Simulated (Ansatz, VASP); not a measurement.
**One calculation of Mg, two programs**

Contents of INCAR:

```
SYSTEM = Mg
PREC = Accurate
ENCUT = 520
EDIFF = 1E-6
ISMEAR = -1
SIGMA = 0.05
LREAL = .False.
LASPH = .True.
NELM = 80
ALGO = Normal
ISIF = 2
LWAVE = .False.
LCHARG = .False.
GGA = PS
NBANDS = 7
```

KPOINTS

```
Automatic mesh
0
Gamma
  15 15 15
  0 0 0
```

POSCAR

```
Mg
1.0
   -1.8511658027      1.8511658027      1.6932840215
    1.8511658027     -1.8511658027      1.6932840215
    1.8511658027      1.8511658027     -1.6932840215
Mg
1
Direct
    0.0000000000      0.0000000000      0.0000000000
```

Input for Ansatz:

```yaml
crystal:
  lattice:
    - [-1.8511658027, 1.8511658027, 1.6932840215]
    - [1.8511658027, -1.8511658027, 1.6932840215]
    - [1.8511658027, 1.8511658027, -1.6932840215]
  atoms:
    - { symbol: Mg, position: [0.0, 0.0, 0.0] }
kpoints:
  mp_grid: { grid: [15, 15, 15] }
scf:
  occupations: { method: fermi_dirac, width: 0.05 }
hamiltonian:
  xc: pbesol
  pseudopotentials: { kind: all_electron, lapw: { basis_error: 0.001 } }
output:
  forces: true
  stress: true
  eigenvalues: true
```

Change from the starting cell: volume scaled by 1.025.

Alike in both runs: task single point; functional PBEsol; k mesh 15 × 15 × 15; occupations fermi-dirac, width 0.05 eV; no spin polarisation.

```csv
,VASP,Ansatz
version,VASP 6.6.1,Ansatz 0.2.0
potentials or method,"VASP PAW PBE potentials, release 64 (Mg), cutoff 520 eV","all-electron LAPW, scalar-relativistic"
```

```tsv
	VASP	Ansatz	Ansatz less VASP
pressure (GPa)	-1.1	-1.0	+0.04
traceless stress, the component that is largest in VASP (GPa)	0.18	0.18	-0.002
```

VASP's potentials were made for PBE, not for PBEsol. Ansatz ran all-electron here, and VASP with PAW potentials.
